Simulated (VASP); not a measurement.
# BN (Cm) in VASP: further runs

The runs below take BN through single point, with PBE.

Program: VASP 6.6.1. These are calculated values, not measurements. Logs are shortened: lines on timing, memory, paths and dates and some standing lists are left out, and cuts for length are marked.

**1. The cell of the first run**

The structure is monoclinic, space group Cm (No. 8). Conventional cell: a = 4.392 Å, b = 2.536 Å, c = 4.199 Å, α = 90.00°, β = 90.00°, γ = 90.00°. Within 2.0 Å of B (site symmetry m) lie 4 N at 1.51 to 1.58 Å. B (site symmetry m) has 4 N at 1.56 to 1.57 Å within 2.1 Å. N (site symmetry m) has 4 B at 1.56 to 1.58 Å within 2.1 Å. Within 2.0 Å of N (site symmetry m) lie 4 B at 1.51 to 1.58 Å.

**2. Single point, PBE**

INCAR reads:

```
SYSTEM = BN
PREC = Accurate ; ENCUT = 520
EDIFF = 1E-7 ; ISMEAR = -1
SIGMA = 0.1 ; LREAL = .False.
LASPH = .True. ; NELM = 100
ALGO = Normal ; ISIF = 2
LWAVE = .False. ; LCHARG = .True.
GGA = PE ; LELF = .True.
LVHAR = .True. ; NBANDS = 16
```

KPOINTS reads:

```
regular mesh
0
Gamma
  12 12 6
  0 0 0
```

POSCAR reads:

```
BN
1.0
    2.5360000000      0.0000000000      0.0000000000
   -1.2680000000      2.1962400000      0.0000000000
    0.0000000000      0.0000000000      4.1990000000
B N
2 2
Direct
    0.6552835756      0.3105671511      0.0000000000
    0.3333333333      0.6666666667      0.5000000000
    0.6666666667      0.3333333333      0.3750000000
    0.3333333333      0.6666666667      0.8750000000
```

Potentials or basis: VASP PAW PBE potentials, release 64 (B, N).

Run with:

```sh
$ cat potpaw_PBE.64/B/POTCAR potpaw_PBE.64/N/POTCAR > POTCAR
$ mpirun -np 1 vasp_std > vasp.out
```

OUTCAR:

```text
SYSTEM = BN
   PREC = Accurate
   ENCUT = 520
   EDIFF = 1E-7
   ISMEAR = -1
   LREAL = .False.
   LASPH = .True.
   NELM = 100
   ISIF = 2
   GGA = PE

 ion  position               nearest neighbor table
   1  0.655  0.311  0.000-   4 1.51   3 1.58   4 1.58   4 1.58
   2  0.333  0.667  0.500-   3 1.56   3 1.56   3 1.56   4 1.57
   3  0.667  0.333  0.375-   2 1.56   2 1.56   2 1.56   1 1.58
   4  0.333  0.667  0.875-   1 1.51   2 1.57   1 1.58   1 1.58

  LATTYP: Found a hexagonal cell.
 ALAT       =     2.5360000000
 C/A-ratio  =     1.6557570978

  Lattice vectors:

 A1 = (   2.5360000000,   0.0000000000,   0.0000000000)
 A2 = (  -1.2680000000,   2.1962400000,   0.0000000000)
 A3 = (   0.0000000000,   0.0000000000,   4.1990000000)

Analysis of symmetry for initial positions (statically):
=====================================================================
 Subroutine PRICEL returns:
 Original cell was already a primitive cell.

 Routine SETGRP: Setting up the symmetry group for a
 hexagonal supercell.

 Subroutine GETGRP returns: Found  2 space group operations
 (whereof  2 operations were pure point group operations)
 out of a pool of 24 trial point group operations.

The static configuration has the point symmetry C_1h.

Analysis of symmetry for dynamics (positions and initial velocities):
=====================================================================
 Subroutine PRICEL returns:
 Original cell was already a primitive cell.

 Routine SETGRP: Setting up the symmetry group for a
 hexagonal supercell.

 Subroutine GETGRP returns: Found  2 space group operations
 (whereof  2 operations were pure point group operations)
 out of a pool of 24 trial point group operations.

The dynamic configuration has the point symmetry C_1h.

 Subroutine INISYM returns: Found  2 space group operations
 (whereof  2 operations are pure point group operations),
 and found     1 'primitive' translations

----------------------------------------------------------------------------------------

                                     Primitive cell

  volume of cell :      23.3870

  direct lattice vectors                    reciprocal lattice vectors
     2.536000000  0.000000000  0.000000000     0.394321767  0.227661822  0.000000000
    -1.268000000  2.196240000  0.000000000     0.000000000  0.455323644  0.000000000
     0.000000000  0.000000000  4.199000000     0.000000000  0.000000000  0.238151941

  length of vectors
     2.536000000  2.535999633  4.199000000     0.455323578  0.455323644  0.238151941

  position of ions in fractional coordinates (direct lattice)
     0.655283576  0.310567151  0.000000000
     0.333333333  0.666666667  0.500000000
     0.666666667  0.333333333  0.375000000
     0.333333333  0.666666667  0.875000000

  ion indices of the primitive-cell ions
   primitive index   ion index
                 1           1
                 2           2
                 3           3
                 4           4

----------------------------------------------------------------------------------------

 KPOINTS: regular mesh

Automatic generation of k-mesh.
 Grid dimensions read from file:
 generate k-points for:   12   12    6

 Generating k-lattice:

  Cartesian coordinates                     Fractional coordinates (reciprocal lattice)
     0.032860147  0.018971819  0.000000000     0.083333333  0.000000000  0.000000000
     0.000000000  0.037943637  0.000000000     0.000000000  0.083333333  0.000000000
     0.000000000  0.000000000  0.039691990     0.000000000  0.000000000  0.166666667

  Length of vectors
     0.037943632  0.037943637  0.039691990

  Shift w.r.t. Gamma in fractional coordinates (k-lattice)
     0.000000000  0.000000000  0.000000000

 Subroutine IBZKPT returns following result:
 ===========================================

 Found    242 irreducible k-points:

 Following reciprocal coordinates:
            Coordinates               Weight
  0.000000  0.000000  0.000000      1.000000
  0.083333 -0.000000  0.000000      4.000000
  0.000000  0.083333  0.000000      2.000000
  0.166667 -0.000000  0.000000      4.000000
  0.000000  0.166667  0.000000      2.000000
  0.250000 -0.000000  0.000000      4.000000
[... 16 lines left out ...]
 -0.083333  0.416667  0.000000      4.000000
 -0.416667  0.333333  0.000000      4.000000
 [... further k-points ...]
   k-points           NKPTS =    242   k-points in BZ     NKDIM =    242   number of bands    NBANDS=     16
   number of dos      NEDOS =    301   number of ions     NIONS =      4
   total plane-waves  NPLWV =  12800
   dimension x,y,z NGX =    20 NGY =   20 NGZ =   32
   dimension x,y,z NGXF=    40 NGYF=   40 NGZF=   64
   ions per type =               2   2
   NGX,Y,Z   is equivalent  to a cutoff of  13.11, 13.11, 12.67 a.u.
   NGXF,Y,Z  is equivalent  to a cutoff of  26.22, 26.22, 25.34 a.u.
 SYSTEM =  BN
   PREC   = accura    normal or accurate (medium, high low for compatibility)
   ISTART =      0    job   : 0-new  1-cont  2-samecut
   ICHARG =      2    charge: 1-file 2-atom 10-const
   ISPIN  =      1    spin polarized calculation?
   LNONCOLLINEAR =      F non collinear calculations
   LSORBIT =      F    spin-orbit coupling
   LASPH  =      T    aspherical Exc in radial PAW
   ENCUT  =  520.0 eV  38.22 Ry    6.18 a.u.   4.72  4.72  7.81*2*pi/ulx,y,z
   NELM   =    100;   NELMIN=  2; NELMDL= -5     # of ELM steps
   EDIFF  = 0.1E-06   stopping-criterion for ELM
   LREAL  =      F    real-space projection
   EDIFFG = 0.1E-05   stopping-criterion for IOM
   NSW    =      0    number of steps for IOM
   IBRION =     -1    ionic relax: 0-MD 1-quasi-New 2-CG
   NFREE  =      0    steps in history (QN), initial steepest desc. (CG)
   ISIF   =      2    stress and relaxation
   ISYM   =      2    0-nonsym 1-usesym 2-fastsym
   POTIM  = 0.5000    time-step for ionic-motion
   TEBEG  =    0.0;   TEEND  =   0.0 temperature during run
   PSTRESS=    0.0 pullay stress
   NELECT =      16.0000    total number of electrons
   NUPDOWN=      -1.0000    fix difference up-down
   EMIN   =  10.00;   EMAX   =-10.00  energy-range for DOS
   EFERMI =   0.00;   METHOD = LEGACY
   ISMEAR =    -1;   SIGMA  =   0.10  broadening in eV -4-tet -1-fermi 0-gaus
   EFERMI_NEDOS =   21; number of points for ismear=-14 and -15
   IALGO  =     38    algorithm
   IMIX   =      4    mixing-type and parameters
     AMIX     =   0.40;   BMIX     =  1.00
     AMIX_MAG =   1.60;   BMIX_MAG =  1.00
  volume/ion in A,a.u.               =       5.85        39.46
  Fermi-wavevector in a.u.,A,eV,Ry     =   1.442524  2.725976 28.312048  2.080877
  Thomas-Fermi vector in A             =   2.561035
   LORBIT       =      0    0 simple, 1 ext, 2 COOP (PROOUT), +10 PAW based schemes
   GGA     = PE    functional components
   LHFCALC =     F    Hartree Fock is set to
   AEXX    =    0.0000 exact exchange contribution
   IVDW    =     0    specifies the selected vdW correction
   LEPSILON=     F    determine dielectric tensor
   LRPA    =     F    only Hartree local field effects (RPA)
 non-spin polarized calculation
  energy-cutoff  :      520.00
  volume of cell :       23.39
 maximum number of plane-waves:       652
   NGX =  9   NGY =  9   NGZ = 15

 number of electron      15.9999999 magnetization

 Free energy of the ion-electron system (eV)
  ---------------------------------------------------
  ext. energy  EPLUGINS =         0.00000000
  ---------------------------------------------------
  free energy    TOTEN  =       -34.78505528 eV

  energy without entropy =      -34.78505528  energy(sigma->0) =      -34.78505528

 E-fermi :   9.7377     XC(G=0): -12.8631

 val. band max:        7.8735628540   @ k =   0.0000   0.0000   0.0000
 cond. band min:      12.8699712837   @ k =   0.3333   0.3333   0.0000
 fundamental gap:      4.9964084297
 Fermi energy:         9.7376610067

 k-point     1 :       0.0000    0.0000    0.0000
  band No.  band energies     occupation
      1     -12.8394      2.00000
      2      -8.6477      2.00000
      3      -3.3273      2.00000
      4       5.3297      2.00000
      5       5.7303      2.00000
      6       7.3390      2.00000
[... 8 lines left out ...]
     15      20.0478      0.00000
     16      24.0152      0.00000

 k-point     2 :       0.0833   -0.0000    0.0000
  band No.  band energies     occupation
      1     -12.6867      2.00000
      2      -8.5304      2.00000
      3      -3.1762      2.00000
      4       4.8406      2.00000
      5       5.2362      2.00000
      6       7.0698      2.00000
[... 8 lines left out ...]
     15      20.4231      0.00000
     16      23.7867      0.00000

 k-point     3 :       0.0000    0.0833    0.0000
  band No.  band energies     occupation
      1     -12.6871      2.00000
      2      -8.5308      2.00000
      3      -3.1761      2.00000
      4       4.6611      2.00000
      5       5.4281      2.00000
      6       6.9088      2.00000
[... 8 lines left out ...]
     15      20.1383      0.00000
     16      23.7660      0.00000

 k-point     4 :       0.1667   -0.0000    0.0000
  band No.  band energies     occupation
      1     -12.2336      2.00000
      2      -8.1943      2.00000
      3      -2.7286      2.00000
      4       3.2139      2.00000
      5       4.5078      2.00000
      6       5.7479      2.00000
[... 8 lines left out ...]
     15      21.5153      0.00000
     16      23.1139      0.00000

 k-point     5 :       0.0000    0.1667    0.0000
  band No.  band energies     occupation
      1     -12.2351      2.00000
      2      -8.1959      2.00000
      3      -2.7279      2.00000
      4       3.0369      2.00000
      5       4.7267      2.00000
      6       5.5322      2.00000
[... 8 lines left out ...]
     15      21.0257      0.00000
     16      23.0848      0.00000

 k-point     6 :       0.2500   -0.0000    0.0000
  band No.  band energies     occupation
      1     -11.4973      2.00000
      2      -7.7018      2.00000
      3      -2.0064      2.00000
      4       1.2178      2.00000
      5       3.7022      2.00000
      6       4.0296      2.00000
[... 8 lines left out ...]
     15      22.9558      0.00000
     16      23.2119      0.00000

 k-point     7 :       0.0000    0.2500    0.0000
  band No.  band energies     occupation
      1     -11.5001      2.00000
      2      -7.7065      2.00000
      3      -2.0030      2.00000
      4       1.0941      2.00000
      5       3.7737      2.00000
      6       3.9504      2.00000
[... 8 lines left out ...]
     15      22.5615      0.00000
     16      23.3419      0.00000

 k-point     8 :       0.3333   -0.0000    0.0000
  band No.  band energies     occupation
      1     -10.5195      2.00000
      2      -7.2208      2.00000
      3      -1.0802      2.00000
      4      -0.5592      2.00000
      5       2.1519      2.00000
      6       3.1722      2.00000
[... 8 lines left out ...]
     15      23.5575      0.00000
     16      24.4072      0.00000

 k-point     9 :       0.0000    0.3333    0.0000
  band No.  band energies     occupation
      1     -10.5226      2.00000
      2      -7.2339      2.00000
      3      -1.0733      2.00000
      4      -0.6268      2.00000
      5       2.0011      2.00000
      6       3.3017      2.00000
[... 8 lines left out ...]
     15      23.7911      0.00000
     16      24.0506      0.00000
[... 172 lines left out ...]
 k-point    19 :       0.2500    0.0833    0.0000
  band No.  band energies     occupation
      1     -10.9291      2.00000
      2      -7.3818      2.00000
      3      -1.4506      2.00000
      4       0.3073      2.00000
      5       2.4223      2.00000
      6       3.5482      2.00000
[... 8 lines left out ...]
     15      23.1358      0.00000
     16      23.7910      0.00000

 k-point    20 :      -0.0833    0.3333    0.0000
  band No.  band energies     occupation
      1     -10.9311      2.00000
      2      -7.3876      2.00000
      3      -1.4457      2.00000
      4       0.2218      2.00000
      5       2.4473      2.00000
      6       3.5163      2.00000
[... 8 lines left out ...]
     15      22.9914      0.00000
     16      23.9465      0.00000

 k-point    21 :      -0.3333    0.2500    0.0000
  band No.  band energies     occupation
      1     -10.9274      2.00000
      2      -7.3786      2.00000
      3      -1.4525      2.00000
      4       0.3354      2.00000
      5       2.4777      2.00000
      6       3.5274      2.00000
[... 8 lines left out ...]
     15      23.1095      0.00000
     16      23.8743      0.00000

 k-point    22 :       0.3333    0.0833    0.0000
  band No.  band energies     occupation
      1      -9.8714      2.00000
      2      -7.0484      2.00000
      3      -1.1665      2.00000
      4      -0.4261      2.00000
      5       1.2292      2.00000
      6       2.5919      2.00000
[... 8 lines left out ...]
     15      23.6250      0.00000
     16      24.6071      0.00000

 k-point    23 :      -0.0833    0.4167    0.0000
  band No.  band energies     occupation
      1      -9.8720      2.00000
      2      -7.0673      2.00000
      3      -1.2112      2.00000
      4      -0.4068      2.00000
      5       1.1238      2.00000
      6       2.6677      2.00000
[... 8 lines left out ...]
     15      23.7849      0.00000
     16      24.3298      0.00000

 k-point    24 :      -0.4167    0.3333    0.0000
  band No.  band energies     occupation
      1      -9.8705      2.00000
      2      -7.0440      2.00000
      3      -1.1658      2.00000
      4      -0.4287      2.00000
      5       1.2882      2.00000
      6       2.5613      2.00000
[... 8 lines left out ...]
     15      23.4907      0.00000
     16      24.5658      0.00000

 [... further k-points ...]
[... 5 lines left out ...]
  --------------------------------------------------------------------------------------
  -------------------------------------------------------------------------------------
  Total        1.1602091      1.5329301      1.1142702      0.0000000      0.1887236      0.0000000
  in kB       79.4825762    105.0166125     76.3354316      0.0000000     12.9289118      0.0000000
  external PRESSURE =      86.9448735 kB  Pullay stress =       0.0000000 kB

 VOLUME and BASIS-vectors are now :
 -----------------------------------------------------------------------------
  energy-cutoff  :      520.00
  volume of cell :       23.39
      direct lattice vectors                 reciprocal lattice vectors
     2.536000000  0.000000000  0.000000000     0.394321767  0.227661822  0.000000000
    -1.268000000  2.196240000  0.000000000     0.000000000  0.455323644  0.000000000
     0.000000000  0.000000000  4.199000000     0.000000000  0.000000000  0.238151941

 POSITION                                       TOTAL-FORCE (eV/Angst)
 -----------------------------------------------------------------------------------
      1.26800      0.68208      0.00000         0.000000      1.390094      0.128515
     -0.00000      1.46416      2.09950         0.000000     -0.009410      0.061633
      1.26800      0.73208      1.57462         0.000000     -0.239919     -0.063433
     -0.00000      1.46416      3.67413        -0.000000     -1.140765     -0.126715
 -----------------------------------------------------------------------------------
    total drift:                               -0.000000     -0.000080     -0.000205

  FREE ENERGIE OF THE ION-ELECTRON SYSTEM (eV)
  ---------------------------------------------------
  free  energy   TOTEN  =       -34.7850552832 eV

  energy  without entropy=      -34.7850552831  energy(sigma->0) =      -34.78505528
```

It took 51 s on 1 thread of Intel Xeon Platinum 8559C (Emerald Rapids), shared host; peak memory 0.18 GiB.

Results:

```
Free energy            : -34.7851 eV
Pressure               : 8.7 GPa
Largest force          : 1.396 eV/Å
Band gap on the k mesh : 5.00 eV, indirect (least direct gap 8.01 eV)
```

Forces in eV/Å, atoms in the order of the input:
```
B    0.000  1.390  0.129
B    0.000 -0.009  0.062
N    0.000 -0.240 -0.063
N    0.000 -1.141 -0.127
```

Stress tensor (GPa, compression positive):
```
 7.95  0.00  0.00
 0.00 10.50  1.29
 0.00  1.29  7.63
```

Caveat: forces of over 1 eV/Å act on the atoms, so gaps and moduli don't describe the material at rest.

(Continued in part 2 of 2.)
